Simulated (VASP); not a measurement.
Slab: As, a slab with vacuum.

```xyz
2
Lattice="3.5749 0.0000 0.0000 -1.7875 3.0960 0.0000 0.0000 0.0000 26.4156" Properties=species:S:1:pos:R:3 pbc="T T T"
As    0.0000    2.0640    8.4694
As    1.7875    1.0320    9.8384
```

Program: VASP 6.6.1. Alike in all runs: task single point; no spin polarisation; cell as given; cutoff (eV) 520; smearing gaussian 0.01 eV.

Task: Order these runs on this cell by their band gap on the k mesh, lowest first.
A. level r2SCAN; potentials or basis VASP PAW PBE potentials, release 64 (As); k mesh 12 × 12 × 1
B. level LDA; potentials or basis VASP PAW LDA potentials, release 64 (As); k mesh 12 × 12 × 1
C. level PBE0; potentials or basis VASP PAW PBE potentials, release 64 (As); k mesh 6 × 6 × 1; grid for exact exchange (PRECFOCK) Normal
D. level HSE06; potentials or basis VASP PAW PBE potentials, release 64 (As); k mesh 6 × 6 × 1; grid for exact exchange (PRECFOCK) Normal; screening parameter 0.2079 1/Å
E. level HF; potentials or basis VASP PAW PBE potentials, release 64 (As); k mesh 6 × 6 × 1; grid for exact exchange (PRECFOCK) Normal

Result: B (1.59 eV), A (1.99 eV), D (2.31 eV), C (2.99 eV), E (7.45 eV).

A k mesh can miss the band edges.
